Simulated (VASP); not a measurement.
# Eu (Cmcm) in VASP: single point with PBE

Aim: the single point of Eu with PBE.

Program: VASP 6.6.1. These are calculated values, not measurements. Logs are shortened: lines on timing, memory, paths and dates and some standing lists are left out, and cuts for length are marked.

## (1) The cell of the first run

It takes space group Cmcm (No. 63, orthorhombic). Conventional cell: a = 3.994 Å, b = 6.959 Å, c = 6.341 Å, α = 90.00°, β = 90.00°, γ = 90.00°. Within 5.1 Å of Eu (site symmetry m2m) lie 12 Eu at 3.90 to 4.01 Å.

## (2) Single point, PBE, collinear spin, ferromagnetic start

The input, INCAR:

```
SYSTEM = Eu
PREC = Accurate ; ENCUT = 520
EDIFF = 1E-6 ; ISMEAR = -1
SIGMA = 0.08 ; LREAL = .False.
LASPH = .True. ; NELM = 150
ALGO = Normal ; ISIF = 2
LWAVE = .False. ; LCHARG = .False.
ISPIN = 2 ; MAGMOM = 7 7
LORBIT = 11 ; LMAXMIX = 6
GGA = PE ; NBANDS = 28
```

The input, KPOINTS:

```
Automatic mesh
0
Gamma
  8 8 5
  0 0 0
```

The input, POSCAR:

```
Eu
1.0
    1.9970665100     -3.4797093800      0.0000000000
    1.9970665100      3.4797093800      0.0000000000
    0.0000000000      0.0000000000      6.3407250500
Eu
2
Direct
    0.8368671400      0.1631328600      0.7500000000
    0.1631328600      0.8368671400      0.2500000000
```

Potentials or basis: VASP PAW PBE potentials, release 64 (Eu).

Started as:

```
> cat potpaw_PBE.64/Eu/POTCAR > POTCAR
> mpirun -np 1 vasp_std > vasp.out
```

OUTCAR:

```text
SYSTEM = Eu
   PREC = Accurate
   ENCUT = 520
   EDIFF = 1E-6
   ISMEAR = -1
   LREAL = .False.
   LASPH = .True.
   NELM = 150
   ISIF = 2
   ISPIN = 2
   LORBIT = 11
   GGA = PE

 ion  position               nearest neighbor table
   1  0.837  0.163  0.750-
   2  0.163  0.837  0.250-

  LATTYP: Found a base centered orthorhombic cell.
 ALAT       =     3.9941330200
 B/A-ratio  =     1.7424103617
 C/A-ratio  =     1.5875097345

  Lattice vectors:

 A1 = (   1.9970665100,  -3.4797093800,   0.0000000000)
 A2 = (   1.9970665100,   3.4797093800,   0.0000000000)
 A3 = (   0.0000000000,   0.0000000000,   6.3407250500)

Analysis of symmetry for initial positions (statically):
=====================================================================
 Subroutine PRICEL returns:
 Original cell was already a primitive cell.

 Routine SETGRP: Setting up the symmetry group for a
 base centered orthorhombic supercell.

 Subroutine GETGRP returns: Found  8 space group operations
 (whereof  4 operations were pure point group operations)
 out of a pool of  8 trial point group operations.

The static configuration has the point symmetry C_2h.
 The point group associated with its full space group is D_2h.

Analysis of symmetry for dynamics (positions and initial velocities):
=====================================================================
 Subroutine PRICEL returns:
 Original cell was already a primitive cell.

 Routine SETGRP: Setting up the symmetry group for a
 base centered orthorhombic supercell.

 Subroutine GETGRP returns: Found  8 space group operations
 (whereof  4 operations were pure point group operations)
 out of a pool of  8 trial point group operations.

The dynamic configuration has the point symmetry C_2h.
 The point group associated with its full space group is D_2h.

Analysis of structural, dynamic, and magnetic symmetry:
=====================================================================
 Subroutine PRICEL returns:
 Original cell was already a primitive cell.

 Routine SETGRP: Setting up the symmetry group for a
 base centered orthorhombic supercell.

 Subroutine GETGRP returns: Found  8 space group operations
 (whereof  4 operations were pure point group operations)
 out of a pool of  8 trial point group operations.

The overall configuration has the point symmetry C_2h.
[... 118 lines left out ...]
   IMIX   =      4    mixing-type and parameters
     AMIX     =   0.40;   BMIX     =  1.00
     AMIX_MAG =   1.60;   BMIX_MAG =  1.00
  volume/ion in A,a.u.               =      44.06       297.35
  Fermi-wavevector in a.u.,A,eV,Ry     =   1.191790  2.252156 19.325211  1.420363
  Thomas-Fermi vector in A             =   2.327843
   LORBIT       =     11    0 simple, 1 ext, 2 COOP (PROOUT), +10 PAW based schemes
   GGA     = PE    functional components
   LHFCALC =     F    Hartree Fock is set to
   AEXX    =    0.0000 exact exchange contribution
   IVDW    =     0    specifies the selected vdW correction
   LEPSILON=     F    determine dielectric tensor
   LRPA    =     F    only Hartree local field effects (RPA)
 spin polarized calculation
  energy-cutoff  :      520.00
  volume of cell :       88.13
 maximum number of plane-waves:      2402
 NGX is ok and might be reduce to    30
   NGX = 15   NGY = 15   NGZ = 23

 number of electron      33.9999997 magnetization      15.1365546

 Free energy of the ion-electron system (eV)
  ---------------------------------------------------
  ext. energy  EPLUGINS =         0.00000000
  ---------------------------------------------------
  free energy    TOTEN  =       -22.95263616 eV

  energy without entropy =      -22.85818092  energy(sigma->0) =      -22.90540854

 E-fermi :   1.8649     XC(G=0):  -8.6258

 val. band max:        1.8568668962   @ k =   0.2500   0.0000   0.0000
 cond. band min:       1.8655639075   @ k =   0.5000   0.2500   0.2000
 fundamental gap:      0.0086970114
 Fermi energy:         1.8648848062

 spin component 1

 k-point     1 :       0.0000    0.0000    0.0000
  band No.  band energies     occupation
      1     -39.7846      1.00000
      2     -39.7547      1.00000
      3     -18.7715      1.00000
      4     -18.4394      1.00000
      5     -18.4301      1.00000
      6     -18.3742      1.00000
[... 733 lines left out ...]
     27       3.3218      0.00000
     28       3.5674      0.00000

 [... further k-points ...]

 spin component 2

 k-point     1 :       0.0000    0.0000    0.0000
  band No.  band energies     occupation
      1     -36.6200      1.00000
      2     -36.5814      1.00000
      3     -16.4880      1.00000
      4     -16.0801      1.00000
      5     -16.0690      1.00000
      6     -16.0015      1.00000
[... 733 lines left out ...]
     27       6.3846      0.00000
     28       6.4299      0.00000

 [... further k-points ...]

------------------------ aborting loop because EDIFF is reached ----------------------------------------

  FORCE on cell =-STRESS in cart. coord.  units (eV):
  Direction    XX          YY          ZZ          XY          YZ          ZX
  --------------------------------------------------------------------------------------
  -------------------------------------------------------------------------------------
  Total       -0.5590358     -0.5465724     -0.3622827      0.0000000      0.0000000      0.0000000
  in kB      -10.1635579     -9.9369674     -6.5864863      0.0000000      0.0000000      0.0000000
  external PRESSURE =      -8.8956705 kB  Pullay stress =       0.0000000 kB

 VOLUME and BASIS-vectors are now :
 -----------------------------------------------------------------------------
  energy-cutoff  :      520.00
  volume of cell :       88.13
      direct lattice vectors                 reciprocal lattice vectors
     1.997066510 -3.479709380  0.000000000     0.250367225 -0.143690161  0.000000000
     1.997066510  3.479709380  0.000000000     0.250367225  0.143690161  0.000000000
     0.000000000  0.000000000  6.340725050     0.000000000  0.000000000  0.157710671

 POSITION                                       TOTAL-FORCE (eV/Angst)
 -----------------------------------------------------------------------------------
      1.99707     -2.34440      4.75554         0.000000      0.022760      0.000000
      1.99707      2.34440      1.58518         0.000000     -0.022760     -0.000000
 -----------------------------------------------------------------------------------
    total drift:                                0.000000     -0.000000     -0.000000

  FREE ENERGIE OF THE ION-ELECTRON SYSTEM (eV)
  ---------------------------------------------------
  free  energy   TOTEN  =       -22.9526361608 eV

  energy  without entropy=      -22.8581809211  energy(sigma->0) =      -22.90540854

 total charge

# of ion       s       p       d       f       tot
--------------------------------------------------
    1        2.081   5.712   0.294   6.637  14.724
    2        2.081   5.712   0.294   6.637  14.724
--------------------------------------------------
tot          4.161  11.424   0.588  13.274  29.447

 magnetization (x)

# of ion       s       p       d       f       tot
--------------------------------------------------
    1       -0.001  -0.085   0.187   6.635   6.736
    2       -0.001  -0.085   0.187   6.635   6.736
--------------------------------------------------
tot         -0.002  -0.170   0.373  13.271  13.471
```

OSZICAR:

```text
N       E                     dE             d eps       ncg     rms          rms(c)
DAV:   1     0.292313767281E+03    0.29231E+03   -0.12004E+04  8892   0.506E+03
DAV:   2     0.594730204644E+02   -0.23284E+03   -0.20631E+03  9212   0.353E+02
DAV:   3    -0.785865096043E+01   -0.67332E+02   -0.65234E+02 11244   0.198E+02
DAV:   4    -0.171388580102E+02   -0.92802E+01   -0.91515E+01 13820   0.667E+01
[... 10 lines left out ...]
DAV:  15    -0.229527460233E+02   -0.47183E-04   -0.21798E-04 13408   0.933E-02    0.404E-01
DAV:  16    -0.229526357141E+02    0.11031E-03   -0.16082E-04 11144   0.292E-01    0.116E-01
DAV:  17    -0.229526372456E+02   -0.15316E-05   -0.23761E-05 13792   0.626E-02    0.518E-02
DAV:  18    -0.229526360529E+02    0.11928E-05   -0.55739E-06 10760   0.392E-02    0.140E-02
DAV:  19    -0.229526361608E+02   -0.10788E-06   -0.12236E-06  8292   0.179E-02
   1 F= -.22952636E+02 E0= -.22905409E+02  d E =-.944552E-01  mag=    15.1365
```

stdout:

```text
POSCAR found type information on POSCAR Eu
 POSCAR found :  1 types and       2 ions
 scaLAPACK will be used
 LDA part: xc-table for (Slater+PW92), standard interpolation
 POSCAR, INCAR and KPOINTS ok, starting setup
 FFT: planning ... GRIDC
 FFT: planning ... GRID_SOFT
 FFT: planning ... GRID
 WAVECAR not read
 entering main loop
```

Run time: 15 min. Hardware: 1 thread of Intel Xeon 8259CL, shared host; peak memory 0.4 GiB.

Results:

| Quantity | Value |
| --- | --- |
| Free energy | -22.9526 eV |
| Pressure | -0.9 GPa |
| Largest force | 0.023 eV/Å |
| Net moment | 15.14 μB per cell |
| Site moments | Eu +6.74 μB |
| Valence electrons inside the program's atomic spheres | Eu 14.72 |

Forces on the atoms (eV/Å):
```
Eu   0.000  0.023  0.000
Eu   0.000 -0.023  0.000
```

Stress tensor (GPa, compression positive):
```
-1.02  0.00  0.00
 0.00 -0.99  0.00
 0.00  0.00 -0.66
```

Caveat: spin-orbit coupling is left out, which moves the levels of the heavy elements; semilocal functionals describe open f shells poorly, which spoils levels, moments and volumes.
